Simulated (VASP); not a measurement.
Set up this calculation in VASP 6.6.1, as the native input.

* Task: single point
* Functional: PBE
* Potentials or basis: VASP PAW PBE potentials, release 64 (Os)
* Cutoff: 520 eV
* k mesh: 14 × 14 × 14
* Occupations: fermi-dirac, width 0.05 eV
* Spin: no spin polarisation
* Dipole correction: no
* Further INCAR settings: ALGO = Normal; EDIFF = 1e-07; NBANDS = 10

The structure of Os lies in POSCAR:

```
Os
1.0
    0.0000000000      1.8866500000      1.9450000000
    1.8866500000      0.0000000000      1.9450000000
    1.8866500000      1.8866500000      0.0000000000
Os
1
Direct
    0.0000000000      0.0000000000      0.0000000000
```

This cell differs from its parent crystal: equal xx and yy strain of -3 %.

One way to write it, as run:

INCAR

```
SYSTEM = Os
ALGO = Normal ; EDIFF = 1E-7
ENCUT = 520 ; GGA = PE
ISIF = 2 ; ISMEAR = -1
LASPH = .True. ; LCHARG = .True.
LELF = .True. ; LREAL = .False.
LVHAR = .True. ; LWAVE = .False.
NBANDS = 10 ; NELM = 100
PREC = Accurate ; SIGMA = 0.05
```

KPOINTS

```
k-points
0
Gamma
  14 14 14
  0 0 0
```

Potentials or basis: VASP PAW PBE potentials, release 64 (Os).

Run with:

```sh
$ cat potpaw_PBE.64/Os/POTCAR > POTCAR
$ mpirun -np 1 vasp_std > vasp.out
```

Results of the run:

| Property | Result |
| --- | --- |
| Pressure | 15.3 GPa |
| Band gap on the k mesh | zero (bands 4 and 5 overlap by 4.02 eV) |

Caveat: the cell differs from its parent crystal (equal xx and yy strain of -3 %); the cell stands under pressure; spin-orbit coupling is left out, which moves the levels of the heavy elements.

Run time: 34 s on 1 thread of Intel Xeon 8259CL, on a shared host, peak memory 0.15 GiB.
